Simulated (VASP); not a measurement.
A run of VASP 6.6.1:

INCAR

```
SYSTEM = Pb
  PREC = Accurate
  ENCUT = 520
  EDIFF = 1E-6
  ISMEAR = 0
  SIGMA = 0.05
  LREAL = .FALSE.
  LASPH = .TRUE.
  NELM = 100
  ALGO = Normal
  ISIF = 2
  LWAVE = .FALSE.
  LCHARG = .FALSE.
  GGA = CA
  NBANDS = 13
```

Contents of KPOINTS:

```
regular mesh
0
G
  14 14 14
  0 0 0
```

Contents of POSCAR:

```
Pb
1.0
    0.0000000000      2.4397252392      2.4397252392
    2.4397252392      0.0000000000      2.4397252392
    2.4397252392      2.4397252392      0.0000000000
Pb
1
Direct
    0.0000000000      0.0000000000      0.0000000000
```

Potentials or basis: VASP PAW LDA potentials, release 64 (Pb_d).

The run is started by

```bash
$ cat potpaw_LDA.64/Pb_d/POTCAR > POTCAR
$ mpirun -np 1 vasp_std > vasp.out
```

Hardware: 1 thread of AMD EPYC 7R13, on a shared host.

Task: Estimate the wall time of this run.

Result: Wall time 77 s on 1 thread of AMD EPYC 7R13, on a shared host, peak memory 0.13 GiB. Counts: scf iterations 10, k points 104.
